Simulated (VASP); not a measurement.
Here is a VASP 6.6.1 calculation.

Contents of INCAR:

```
PREC = Accurate ; ENCUT = 600
EDIFF = 1E-7 ; ISMEAR = 0
SIGMA = 0.1 ; LREAL = False
LASPH = True ; NELM = 60
ALGO = Normal ; ISIF = 3
LWAVE = False ; LCHARG = False
GGA = PE ; IBRION = 2
NSW = 90 ; EDIFFG = -0.04
```

The input KPOINTS:

```
regular mesh
0
Gamma
  6 6 4
```

The input POSCAR:

```
ScSi4O
1.0
    4.0271869900      0.0000000000      0.0000000000
   -2.0135934900      3.4876462400      0.0000000000
    0.0000000000      0.0000000000      6.0510553600
Sc Si O
1 4 1
Direct
    0.0000000000      0.0000000000      0.5000000000
    0.3333333300      0.6666666700      0.0000000000
    0.6666666700      0.3333333300      0.0000000000
    0.3333333300      0.6666666700      0.5000000000
    0.6666666700      0.3333333300      0.5000000000
    0.0000000000      0.0000000000      0.0000000000
```

Potentials or basis: VASP PAW PBE potentials, release 64 (Sc_sv, Si, O).

The run is started by

```sh
$ cat potpaw_PBE.64/Sc_sv/POTCAR potpaw_PBE.64/Si/POTCAR potpaw_PBE.64/O/POTCAR > POTCAR
$ mpirun -np 1 vasp_std > vasp.out
```

Q: Estimate the band gap on the k mesh.

A: Zero (an odd number of electrons rules out a gap without spin polarisation).

Q: What does it give for the space group after relaxing (to 0.1 Å)?

A: P6/mmm (No. 191).

Q: Predict the relaxed volume.

A: 15.44 Å³/atom.

Q: Predict the relaxed cell.

A: a = 4.770 Å, b = 4.770 Å, c = 4.702 Å, α = 90.00°, β = 90.00°, γ = 120.00°.

Final structure:
```xyz
6
Lattice="4.7696 0.0000 0.0000 -2.3848 4.1306 0.0000 0.0000 0.0000 4.7021" Properties=species:S:1:pos:R:3 pbc="T T T"
Sc    0.0000    0.0000    2.3510
Si    0.0000    2.7537    0.0000
Si    2.3848    1.3769    0.0000
Si    0.0000    2.7537    2.3510
Si    2.3848    1.3769    2.3510
O     0.0000    0.0000    0.0000
```

Caveat: a cell axis changed by over 15 % at a fixed basis, so the end point is rough; an odd number of electrons without spin polarisation forces a metal; a magnetic or distorted state may lie lower.
